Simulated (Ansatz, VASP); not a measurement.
Two plane-wave programs on AlN

Contents of INCAR:

```
  PREC = Accurate
  ENCUT = 600
  EDIFF = 1E-6
  ISMEAR = 0
  SIGMA = 0.01
  LREAL = False
  LASPH = True
  NELM = 120
  ALGO = Normal
  ISIF = 2
  LWAVE = False
  LCHARG = True
  GGA = PE
  LELF = True
  LVHAR = True
  NBANDS = 11
  GGA_COMPAT = False
```

The input KPOINTS:

```
regular mesh
0
Gamma
  10 10 10
```

The input POSCAR:

```
AlN
1.0
    0.0000000000      2.2015871054      2.2015871054
    2.2015871054      0.0000000000      2.2015871054
    2.2015871054      2.2015871054      0.0000000000
Al N
1 1
Direct
    0.0000000000      0.0000000000      0.0000000000
    0.7500000000      0.7500000000      0.7500000000
```

Input for Ansatz:

```yaml
crystal:
  lattice:
    - [0.0, 2.2015871054, 2.2015871054]
    - [2.2015871054, 0.0, 2.2015871054]
    - [2.2015871054, 2.2015871054, 0.0]
  atoms:
    - { symbol: Al, position: [0.0, 0.0, 0.0] }
    - { symbol: "N", position: [0.75, 0.75, 0.75] }
basis:
  ecutwfc: 420
kpoints:
  mp_grid: { grid: [10, 10, 10] }
hamiltonian:
  xc: pbe
scf:
  occupations: { method: gaussian, width: 0.01 }
  n_extra_bands: 12
output:
  eigenvalues: true
  optics: { e_range: [0, 14], sigma: 0.1, nscf_kmesh: { grid: [14, 14, 14] } }
checkpoint:
  read: start.run
  write: ck
  compress: false
  write_wavefunctions: false
  write_every: 100000
```

Alike in both runs: task single point; functional PBE; k mesh 10 × 10 × 10; occupations gaussian, width 0.01 eV; no spin polarisation.

|  | VASP | Ansatz |
| --- | --- | --- |
| version | VASP 6.6.1 | Ansatz 0.2.0 |
| potentials or method | VASP PAW PBE potentials, release 64 (Al, N), cutoff 600 eV | scalar-relativistic, plane waves, PAW |
| valence electrons in the cell | 8 | 8 |

```csv
,VASP,Ansatz,Ansatz less VASP
gap on the k mesh at the Fermi level (eV),3.31,3.31,+0.007
least direct gap on the mesh (eV),3.98,3.98,-0.009
```
